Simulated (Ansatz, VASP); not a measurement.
## Os in VASP and in Ansatz

The input INCAR:

```
SYSTEM = Os
PREC = Accurate
ENCUT = 520
EDIFF = 1E-7
ISMEAR = 0
SIGMA = 0.2
LREAL = .False.
LASPH = .True.
NELM = 60
ALGO = Normal
ISIF = 2
LWAVE = .False.
LCHARG = .False.
GGA = PE
NBANDS = 15
```

KPOINTS

```
Automatic mesh
0
Gamma
  13 13 7
  0 0 0
```

File POSCAR:

```
Os
1.0
    2.7559294133      0.0000000000      0.0000000000
   -1.3779647066      2.3867048830      0.0000000000
    0.0000000000      0.0000000000      4.3426533301
Os
2
Direct
    0.3333333333      0.6666666667      0.2500000000
    0.6666666667      0.3333333333      0.7500000000
```

Input for Ansatz:

```yaml
crystal:
  lattice:
    - [2.7559294133, 0.0, 0.0]
    - [-1.3779647066, 2.386704883, 0.0]
    - [0.0, 0.0, 4.3426533301]
  atoms:
    - { symbol: Os, position: [0.3333333333, 0.6666666667, 0.25] }
    - { symbol: Os, position: [0.6666666667, 0.3333333333, 0.75] }
hamiltonian:
  xc: pbe
  pseudopotentials:
    kind: paw
    azcp:
      Os: "pseudopotentials/Os.paw.azcp"
basis:
  ecutwfc: 420
  fft_grid_basis: typed
kpoints:
  mp_grid: { grid: [13, 13, 7], shift: [0, 0, 0] }
magnetization:
  spin_polarized: false
scf:
  occupations: { method: gaussian, width: 0.2 }
  lower_state_search: "off"
output:
  stress: true
```

Alike in both runs: task single point; functional PBE; k mesh 13 × 13 × 7; occupations gaussian, width 0.2 eV; no spin polarisation.

|  | VASP | Ansatz |
| --- | --- | --- |
| version | VASP 6.6.1 | Ansatz 0.2.0 |
| potentials or method | VASP PAW PBE potentials, release 64 (Os), cutoff 520 eV | plane waves (420 eV) with PAW, scalar-relativistic |
| valence electrons in the cell | 16 | 32 |

Ansatz gave:

- pressure (GPa): -0.1
- traceless stress, the component that is largest in VASP (GPa): -0.05

Question: What did VASP give for the same quantities?

Answer: Pressure (GPa): -0.3; traceless stress, the component that is largest in VASP (GPa): -0.13.

VASP's potentials hold 16 valence electrons a cell and Ansatz's 32, so a difference there can come from the potentials and not from the codes.

Neither program's run includes spin-orbit coupling.
